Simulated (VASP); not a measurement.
Runs of VASP 6.6.1 on Ta. The structure is that of space group Im-3m (No. 229), or close to it. The cells are those of the table. 

```csv
cell,gap on the mesh (eV),pressure (GPa)
"a = 2.747 Å, angles 111.2, 111.2, 106.1°, 1 atom",none,27.3
"a = 2.775 Å, angles 110.7, 110.7, 107.0°, 1 atom",none,18.0
"a = 2.803 Å, angles 110.3, 110.3, 107.8°, 1 atom",none,9.9
"a = 2.947 Å, angles 108.3, 108.3, 111.8°, 1 atom",none,-18.0
"a = 2.889 Å, angles 109.1, 109.1, 110.3°, 1 atom",none,(a)
"a = 2.918 Å, angles 108.7, 108.7, 111.1°, 1 atom",none,-13.9
"a = 2.976 Å, angles 107.9, 107.9, 112.6°, 1 atom",none,-21.5
"a = 2.961 Å, angles 108.1, 108.1, 112.2°, 1 atom",none,(b)
"a = 2.832 Å, angles 109.9, 109.9, 108.7°, 1 atom",none,(c)
```

Alike in all rows: task single point; level PBEsol; potentials or basis VASP PAW PBE potentials, release 64 (Ta_pv); no spin polarisation; k mesh 20 × 20 × 20; cutoff (eV) 520; smearing gaussian 0.15 eV.

Q: Fill in the values left out.

A: (a) -9.1; (b) -19.8; (c) 2.7.

Caveats: the PAW data sets were made with another functional, which shifts forces and pressure a little; spin-orbit coupling is left out, which moves the levels of the heavy elements.

A k mesh can miss the band edges, and the runs leave out spin-orbit coupling on Ta.

A gap of «none» marks levels without a gap at the run's occupations.
